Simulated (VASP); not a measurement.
# Sn (Im-3m) in VASP: a series of runs

Runs on Sn. Level: LDA. Tasks: density of states.

Everything below comes from runs of VASP 6.6.1. Logs are shortened: lines on timing, memory, paths and dates and some standing lists are left out, and cuts for length are marked.

## 1. The cell of the first run

Symmetry: Im-3m, No. 229, cubic system. Conventional cell: a = 3.211 Å, b = 3.211 Å, c = 3.211 Å, α = 90.00°, β = 90.00°, γ = 90.00°. Sn (site symmetry m-3m) has 14 Sn at 2.78 to 3.21 Å within 3.7 Å.

## 2. Density of states, LDA (volume scaled by 0.65)

The input, POSCAR:

```
Sn
1.0
   -1.6054381556      1.6054381556      1.6054381556
    1.6054381556     -1.6054381556      1.6054381556
    1.6054381556      1.6054381556     -1.6054381556
Sn
1
Direct
    0.0000000000      0.0000000000      0.0000000000
```

The input, INCAR.step1:

```
SYSTEM = Sn
PREC = Accurate
ENCUT = 520
EDIFF = 1E-7
ISMEAR = -1
SIGMA = 0.08
LREAL = .FALSE.
LASPH = .TRUE.
NELM = 60
ALGO = Normal
ISIF = 2
LWAVE = .FALSE.
LCHARG = .TRUE.
NBANDS = 13
```

The input, KPOINTS.step1:

```
regular mesh
0
G
  14 14 14
  0 0 0
```

The input, INCAR.step2:

```
SYSTEM = Sn
PREC = Accurate
ENCUT = 520
EDIFF = 1E-7
ISMEAR = -5
SIGMA = 0.08
LREAL = .FALSE.
LASPH = .TRUE.
NELM = 60
ALGO = Normal
ISIF = 2
LWAVE = .FALSE.
LCHARG = .FALSE.
LORBIT = 11
NEDOS = 2001
ICHARG = 11
```

The input, KPOINTS.step2:

```
regular mesh
0
G
  21 21 21
  0 0 0
```

Potentials or basis: VASP PAW LDA potentials, release 64 (Sn_d).

Run with:

```console
$ cat potpaw_LDA.64/Sn_d/POTCAR > POTCAR
$ cp INCAR.step1 INCAR
$ cp KPOINTS.step1 KPOINTS
$ mpirun -np 1 vasp_std > vasp.out
$ cp INCAR.step2 INCAR
$ cp KPOINTS.step2 KPOINTS
$ mpirun -np 1 vasp_std > vasp.out
```

OUTCAR:

```text
SYSTEM = Sn
   PREC = Accurate
   ENCUT = 520
   EDIFF = 1E-7
   ISMEAR = -5
   LREAL = .FALSE.
   LASPH = .TRUE.
   NELM = 60
   ISIF = 2
   LORBIT = 11
   ICHARG = 11

 ion  position               nearest neighbor table
   1  0.000  0.000  0.000-

  LATTYP: Found a body centered cubic cell.
 ALAT       =     3.2108763112

  Lattice vectors:

 A1 = (  -1.6054381556,   1.6054381556,   1.6054381556)
 A2 = (   1.6054381556,  -1.6054381556,   1.6054381556)
 A3 = (   1.6054381556,   1.6054381556,  -1.6054381556)

Analysis of symmetry for initial positions (statically):
=====================================================================
 Subroutine PRICEL returns:
 Original cell was already a primitive cell.

 Routine SETGRP: Setting up the symmetry group for a
 body centered cubic supercell.

 Subroutine GETGRP returns: Found 48 space group operations
 (whereof 48 operations were pure point group operations)
 out of a pool of 48 trial point group operations.

The static configuration has the point symmetry O_h .

Analysis of symmetry for dynamics (positions and initial velocities):
=====================================================================
 Subroutine PRICEL returns:
 Original cell was already a primitive cell.

 Routine SETGRP: Setting up the symmetry group for a
 body centered cubic supercell.

 Subroutine GETGRP returns: Found 48 space group operations
 (whereof 48 operations were pure point group operations)
 out of a pool of 48 trial point group operations.

The dynamic configuration has the point symmetry O_h .

 Subroutine INISYM returns: Found 48 space group operations
 (whereof 48 operations are pure point group operations),
 and found     1 'primitive' translations

----------------------------------------------------------------------------------------

                                     Primitive cell

  volume of cell :      16.5516

  direct lattice vectors                    reciprocal lattice vectors
    -1.605438156  1.605438156  1.605438156     0.000000000  0.311441458  0.311441458
     1.605438156 -1.605438156  1.605438156     0.311441458  0.000000000  0.311441458
     1.605438156  1.605438156 -1.605438156     0.311441458  0.311441458  0.000000000

  length of vectors
     2.780700454  2.780700454  2.780700454     0.440444734  0.440444734  0.440444734

  position of ions in fractional coordinates (direct lattice)
     0.000000000  0.000000000  0.000000000

  ion indices of the primitive-cell ions
[... 81 lines left out ...]
   NFREE  =      0    steps in history (QN), initial steepest desc. (CG)
   ISIF   =      2    stress and relaxation
   ISYM   =      2    0-nonsym 1-usesym 2-fastsym
   POTIM  = 0.5000    time-step for ionic-motion
   TEBEG  =    0.0;   TEEND  =   0.0 temperature during run
   PSTRESS=    0.0 pullay stress
   NELECT =      14.0000    total number of electrons
   NUPDOWN=      -1.0000    fix difference up-down
   EMIN   =  10.00;   EMAX   =-10.00  energy-range for DOS
   EFERMI =   0.00;   METHOD = LEGACY
   ISMEAR =    -5;   SIGMA  =   0.08  broadening in eV -4-tet -1-fermi 0-gaus
   EFERMI_NEDOS =   21; number of points for ismear=-14 and -15
   IALGO  =     38    algorithm
   IMIX   =      4    mixing-type and parameters
     AMIX     =   0.40;   BMIX     =  1.00
     AMIX_MAG =   1.60;   BMIX_MAG =  1.00
  volume/ion in A,a.u.               =      16.55       111.70
  Fermi-wavevector in a.u.,A,eV,Ry     =   1.548236  2.925743 32.613653  2.397036
  Thomas-Fermi vector in A             =   2.653216
   LORBIT       =     11    0 simple, 1 ext, 2 COOP (PROOUT), +10 PAW based schemes
   GGA     = CA    functional components
   LHFCALC =     F    Hartree Fock is set to
   AEXX    =    0.0000 exact exchange contribution
   IVDW    =     0    specifies the selected vdW correction
   LEPSILON=     F    determine dielectric tensor
   LRPA    =     F    only Hartree local field effects (RPA)
 non-spin polarized calculation
 Fermi weights with tetrahedron method with Bloechl corrections
  energy-cutoff  :      520.00
  volume of cell :       16.55
 maximum number of plane-waves:       466
 NGX is ok and might be reduce to    24

 number of electron      14.0000001 magnetization

 Free energy of the ion-electron system (eV)
  ---------------------------------------------------
  ext. energy  EPLUGINS =         0.00000000
  ---------------------------------------------------
  free energy    TOTEN  =        -3.09678524 eV

  energy without entropy =       -3.09678524  energy(sigma->0) =       -3.09678524

 E-fermi :  15.5806     XC(G=0): -13.1622

 val. band max:       15.6456269109   @ k =  -0.4286   0.4286   0.3333
 cond. band min:      15.3454655066   @ k =   0.2381   0.2381   0.0000
 fundamental gap:     -0.3001614043
 Fermi energy:        15.5805527364

 k-point     1 :       0.0000    0.0000    0.0000
  band No.  band energies     occupation
      1      -6.7652      2.00000
      2      -6.7652      2.00000
      3      -6.7652      2.00000
      4      -6.2031      2.00000
      5      -6.2031      2.00000
      6      -0.2196      2.00000
      7      28.2442      0.00000
      8      28.2442      0.00000
      9      28.2442      0.00000
     10      29.2429      0.00000
     11      29.2429      0.00000
[... 309 lines left out ...]
 k-point    24 :       0.1905    0.0952    0.0000
  band No.  band energies     occupation
      1      -6.8533      2.00000
      2      -6.7351      2.00000
      3      -6.3431      2.00000
      4      -6.2917      2.00000
      5      -6.2060      2.00000
      6       1.8953      2.00000
      7      18.9645      0.00000
      8      21.7100      0.00000
      9      24.0553      0.00000
     10      27.7507      0.00000
     11      29.8183      0.00000

 [... further k-points ...]
[... 5 lines left out ...]
  --------------------------------------------------------------------------------------
  -------------------------------------------------------------------------------------
  Total        7.6354353      7.6354353      7.6354353      0.0000000      0.0000000      0.0000000
  in kB      739.1007675    739.1007675    739.1007675      0.0000000      0.0000000      0.0000000
  external PRESSURE =     739.1007675 kB  Pullay stress =       0.0000000 kB

 VOLUME and BASIS-vectors are now :
 -----------------------------------------------------------------------------
  energy-cutoff  :      520.00
  volume of cell :       16.55
      direct lattice vectors                 reciprocal lattice vectors
    -1.605438156  1.605438156  1.605438156     0.000000000  0.311441458  0.311441458
     1.605438156 -1.605438156  1.605438156     0.311441458  0.000000000  0.311441458
     1.605438156  1.605438156 -1.605438156     0.311441458  0.311441458  0.000000000

 POSITION                                       TOTAL-FORCE (eV/Angst)
 -----------------------------------------------------------------------------------
      0.00000      0.00000      0.00000        -0.000000     -0.000000     -0.000000
 -----------------------------------------------------------------------------------
    total drift:                               -0.000000      0.000000     -0.000000

  FREE ENERGIE OF THE ION-ELECTRON SYSTEM (eV)
  ---------------------------------------------------
  free  energy   TOTEN  =        -3.0967852398 eV

  energy  without entropy=       -3.0967852398  energy(sigma->0) =       -3.09678524

 total charge

# of ion       s       p       d       tot
------------------------------------------
    1        1.295   1.377  10.139  12.811
```

OSZICAR.step1:

```text
N       E                     dE             d eps       ncg     rms          rms(c)
DAV:   1     0.809968419651E+02    0.80997E+02   -0.69463E+03  2878   0.190E+03
DAV:   2     0.146792856071E+01   -0.79529E+02   -0.76289E+02  2919   0.354E+02
DAV:   3    -0.311696251008E+01   -0.45849E+01   -0.45622E+01  3229   0.697E+01
DAV:   4    -0.319003749015E+01   -0.73075E-01   -0.73060E-01  3214   0.893E+00
DAV:   5    -0.319188094085E+01   -0.18435E-02   -0.18434E-02  3348   0.142E+00    0.350E+00
DAV:   6    -0.313327541057E+01    0.58606E-01   -0.18920E-02  4077   0.308E+00    0.192E+00
DAV:   7    -0.310330170636E+01    0.29974E-01   -0.15292E-02  4195   0.246E+00    0.133E-01
DAV:   8    -0.310224018043E+01    0.10615E-02   -0.94915E-04  3342   0.617E-01    0.310E-02
DAV:   9    -0.310223876680E+01    0.14136E-05   -0.20228E-05  4018   0.570E-02    0.171E-02
DAV:  10    -0.310223884604E+01   -0.79245E-07   -0.71612E-07  3379   0.134E-02
   1 F= -.31022388E+01 E0= -.30973788E+01  d E =-.972018E-02
```

Wall time 56 s (1 thread of Intel Xeon Platinum 8259CL at 2.50GHz (Skylake/Cascade Lake), shared host); peak memory 0.19 GiB.

Results:

```yaml
Valence_electrons_inside_the_program's_atomic_spheres: Sn 12.81
```

Levels at points of the mesh, in eV from the Fermi level:
```
           k point  band 4  band 5  band 6  band 7  band 8  band 9  band 10  band 11
(0.00, 0.00, 0.00)  -21.78  -21.78  -15.80   12.66   12.66   12.66    13.66    13.66
```

Caveat: the cell differs from its parent crystal (volume scaled by 0.65); spin-orbit coupling is left out, which moves the levels of the heavy elements; tetrahedron occupations give inexact forces and stress in metals.

## 3. Density of states, LDA

This run uses another cell than the first one, of 25.46 Å³/atom, 1.538 times its volume.

The input, POSCAR:

```
Sn
1.0
   -1.8533429692      1.8533429692      1.8533429692
    1.8533429692     -1.8533429692      1.8533429692
    1.8533429692      1.8533429692     -1.8533429692
Sn
1
Direct
    0.0000000000      0.0000000000      0.0000000000
```

The input, INCAR.step1:

```
PREC     = Accurate       # precision mode
ENCUT    = 520            # plane-wave cutoff, eV
EDIFF    = 1E-6           # SCF threshold, eV
ISMEAR   = -1             # smearing method
SIGMA    = 0.08           # smearing width, eV
LREAL    = F              # projectors in reciprocal space
LASPH    = T              # aspherical terms in the spheres
NELM     = 80             # most SCF steps
ALGO     = Normal         # electronic algorithm
ISIF     = 2              # what is computed and relaxed
LWAVE    = F              # write WAVECAR
LCHARG   = T              # write CHGCAR
NBANDS   = 13             # bands
```

The input, KPOINTS.step1:

```
regular mesh
0
Gamma
  14 14 14
```

The input, INCAR.step2:

```
PREC     = Accurate       # precision mode
ENCUT    = 520            # plane-wave cutoff, eV
EDIFF    = 1E-6           # SCF threshold, eV
ISMEAR   = -5             # smearing method
SIGMA    = 0.08           # smearing width, eV
LREAL    = F              # projectors in reciprocal space
LASPH    = T              # aspherical terms in the spheres
NELM     = 80             # most SCF steps
ALGO     = Normal         # electronic algorithm
ISIF     = 2              # what is computed and relaxed
LWAVE    = F              # write WAVECAR
LCHARG   = F              # write CHGCAR
LORBIT   = 11             # projections on sites
NBANDS   = 13             # bands
NEDOS    = 2001           # points of the DOS
ICHARG   = 11             # starting density
```

The input, KPOINTS.step2:

```
regular mesh
0
Gamma
  21 21 21
```

Potentials or basis: VASP PAW LDA potentials, release 64 (Sn_d).

Run with:

```console
$ cat potpaw_LDA.64/Sn_d/POTCAR > POTCAR
$ cp INCAR.step1 INCAR
$ cp KPOINTS.step1 KPOINTS
$ mpirun -np 1 vasp_std > vasp.out
$ cp INCAR.step2 INCAR
$ cp KPOINTS.step2 KPOINTS
$ mpirun -np 1 vasp_std > vasp.out
```

It took 65 s on 1 thread of Intel Xeon Platinum 8259CL at 2.50GHz (Skylake/Cascade Lake), shared host; peak memory 0.22 GiB.

It converged, with:

* Valence electrons inside the program's atomic spheres: Sn 12.22

Levels at points of the mesh, in eV from the Fermi level:
```csv
k point,band 3,band 4,band 5,band 6,band 7,band 8,band 9,band 10,band 11,band 12
"(0.00, 0.00, 0.00)",-21.49,-21.32,-21.32,-11.58,8.46,8.46,8.46,12.35,12.35,12.35
```

Caveat: spin-orbit coupling is left out, which moves the levels of the heavy elements; tetrahedron occupations give inexact forces and stress in metals.

(Part 1 of 2 ends here.)
